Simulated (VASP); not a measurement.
Wanted: the native input for a VASP 6.6.1 run.

| Quantity | Value |
| --- | --- |
| Task | single point |
| Functional | r2SCAN |
| Potentials or basis | VASP PAW PBE potentials, release 64 (Al, N) |
| Cutoff | 520 eV |
| k mesh | 8 × 8 × 2 |
| Occupations | gaussian, width 0.05 eV |
| Spin | no spin polarisation |
| Dipole correction | no |
| Further INCAR settings | ALGO = Normal; EDIFF = 1e-07; NBANDS = 36 |

AlN:

```
CELL_PARAMETERS angstrom
2.18399 -2.18399 0.00000
2.18399 0.00000 -2.18399
10.55611 7.82590 7.82590
ATOMIC_POSITIONS crystal
Al 0.64064 0.64064 0.06247
Al 0.62672 0.62672 0.89580
Al 0.23785 0.23785 0.22913
Al 0.43229 0.43229 0.56247
Al 0.83507 0.83507 0.39580
Al 0.02950 0.02950 0.72913
N 0.48437 0.48437 0.43747
N 0.88716 0.88716 0.27080
N 0.08159 0.08159 0.60413
N 0.27602 0.27602 0.93747
N 0.67881 0.67881 0.77080
N 0.28994 0.28994 0.10413
```

The input as run:

POSCAR

```
AlN
1.0
    2.1839935596     -2.1839935596      0.0000000000
    2.1839935596      0.0000000000     -2.1839935596
   10.5561144710      7.8259041221      7.8259041221
Al N
6 6
Direct
    0.6406368067      0.6406368067      0.0624666667
   -0.3732798600     -0.3732798600      0.8958000000
    0.2378534733      0.2378534733      0.2291333333
    0.4322868067      0.4322868067      0.5624666667
   -0.1649298600     -0.1649298600      0.3958000000
    0.0295034733      0.0295034733      0.7291333333
    0.4843743067      0.4843743067      0.4374666667
    0.8871576400      0.8871576400      0.2708000000
    0.0815909733      0.0815909733      0.6041333333
    0.2760243067      0.2760243067      0.9374666667
   -0.3211923600     -0.3211923600      0.7708000000
    0.2899409733      0.2899409733      0.1041333333
```

INCAR.step1

```
  ALGO = Normal
  EDIFF = 1E-4
  ENCUT = 520
  GGA = PE
  ISMEAR = 0
  LASPH = True
  LCHARG = False
  LREAL = False
  LWAVE = True
  NBANDS = 36
  NELM = 100
  PREC = Accurate
  SIGMA = 0.05
```

INCAR.step2

```
  ALGO = Normal
  EDIFF = 1E-7
  ENCUT = 520
  ISIF = 2
  ISMEAR = 0
  ISTART = 1
  LASPH = True
  LCHARG = False
  LMIXTAU = True
  LREAL = False
  LWAVE = False
  METAGGA = R2SCAN
  NBANDS = 36
  NELM = 100
  PREC = Accurate
  SIGMA = 0.05
```

KPOINTS

```
k-points
0
Gamma
  8 8 2
```

Potentials or basis: VASP PAW PBE potentials, release 64 (Al, N).

Command:

```bash
$ cat potpaw_PBE.64/Al/POTCAR potpaw_PBE.64/N/POTCAR > POTCAR
$ cp INCAR.step1 INCAR
$ mpirun -np 1 vasp_std > vasp.out
$ cp INCAR.step2 INCAR
$ mpirun -np 1 vasp_std > vasp.out
```

Results of the run:

- Pressure: -0.4 GPa
- Largest force: 1.611 eV/Å
- Band gap on the k mesh: 3.22 eV, indirect (least direct gap 3.36 eV)

Caveat: the PAW data sets were made with another functional, which shifts forces and pressure a little.

Wall time 19 min on 1 thread of AMD EPYC 9R45 (Zen 5), with other jobs on the host, peak memory 0.3 GiB.
